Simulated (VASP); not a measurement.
ZrH:

```
Zr H
1.0
     3.24279    0.00000    0.00000
     0.00000    3.24279    0.00000
     0.00000    0.00000    4.94800
Zr H
2 2
Direct
  0.00000 0.50000 0.00000
  0.50000 0.00000 0.50000
  0.00000 0.00000 0.75000
  0.00000 0.00000 0.25000
```

- Program: VASP 6.6.1
- Task: relaxation of cell and atoms
- Functional: PBEsol
- Potentials or basis: VASP PAW PBE potentials, release 64 (Zr_sv, H)
- Cutoff: 600 eV
- k mesh: 14 × 14 × 8
- Occupations: gaussian, width 0.1 eV
- Spin: no spin polarisation

At the start: pressure -2.5 GPa; volume 13.01 Å³/atom.

**Question.** Where does the relaxation end?

**Answer.** Over 5 steps the energy falls by 3.6 meV/atom and the volume is 12.71 Å³/atom (-2.3 %); space group P4_2/mmc (No. 131, to 0.05 Å).

Step by step:
| step | energy change (eV) | largest force (eV/Å) | pressure (GPa) | volume (Å³) |
| --- | --- | --- | --- | --- |
| 1 | 0.0000 | 0.0000 | -2.52 | 52.03 |
| 2 | -0.0100 | 0.0000 | 1.00 | 50.51 |
| 3 | -0.0108 | 0.0000 | 0.25 | 50.81 |
| 4 | -0.0127 | 0.0000 | 0.18 | 50.82 |
| 5 | -0.0143 | 0.0000 | 0.03 | 50.83 |

Final structure:
```
Zr H
1.0
     3.19044    0.00000    0.00000
     0.00000    3.19044    0.00000
     0.00000    0.00000    4.99367
Zr H
2 2
Direct
  0.00000 0.50000 0.00000
  0.50000 0.00000 0.50000
  0.00000 0.00000 0.75000
  0.00000 0.00000 0.25000
```

Caveat: the PAW data sets were made with another functional, which shifts forces and pressure a little.
